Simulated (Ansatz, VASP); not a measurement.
# Two plane-wave programs on Al

Contents of INCAR:

```
PREC     = Accurate       # precision mode
ENCUT    = 520            # plane-wave cutoff, eV
EDIFF    = 1E-6           # SCF threshold, eV
ISMEAR   = 0              # smearing method
SIGMA    = 0.15           # smearing width, eV
LREAL    = False          # projectors in reciprocal space
LASPH    = True           # aspherical terms in the spheres
NELM     = 80             # most SCF steps
ALGO     = Normal         # electronic algorithm
ISIF     = 2              # what is computed and relaxed
LWAVE    = False          # write WAVECAR
LCHARG   = False          # write CHGCAR
NBANDS   = 8              # bands
```

File KPOINTS:

```
Automatic mesh
0
Gamma
  22 22 22
```

The input POSCAR:

```
Al
1.0
    0.0000000000      1.8544925768      2.4108403498
    1.8544925768      0.0000000000      2.4108403498
    1.8544925768      1.8544925768      0.0000000000
Al
1
Direct
    0.0000000000      0.0000000000      0.0000000000
```

Input for Ansatz:

```yaml
crystal:
  lattice:
    - [0.0, 1.8544925768, 2.4108403498]
    - [1.8544925768, 0.0, 2.4108403498]
    - [1.8544925768, 1.8544925768, 0.0]
  atoms:
    - { symbol: Al, position: [0.0, 0.0, 0.0] }
basis:
  ecutwfc: 420
kpoints:
  mp_grid: { grid: [22, 22, 22] }
hamiltonian:
  xc: lda
scf:
  occupations: { method: gaussian, width: 0.15 }
output:
  forces: true
  stress: true
  eigenvalues: true
```

Alike in both runs: task single point; functional LDA; k mesh 22 × 22 × 22; occupations gaussian, width 0.15 eV; no spin polarisation.

```csv
,VASP,Ansatz
version,VASP 6.6.1,Ansatz 0.2.0
potentials or method,"VASP PAW LDA potentials, release 64 (Al), cutoff 520 eV","scalar-relativistic, plane waves, PAW"
valence electrons in the cell,3,3
```

VASP gave:

```
gap on the k mesh at the Fermi level (eV)                     : none
pressure (GPa)                                                : 1.8
traceless stress, the component that is largest in VASP (GPa) : -11.72
```

Problem. Which values does Ansatz return?

Solution. gap on the k mesh at the Fermi level (eV): none; pressure (GPa): 1.7; traceless stress, the component that is largest in VASP (GPa): -11.64.

LDA's correlation is that of Perdew and Zunger in VASP and of Perdew and Wang (1992) in Ansatz. A gap of «none» marks a metal or a gap that the smearing closes.
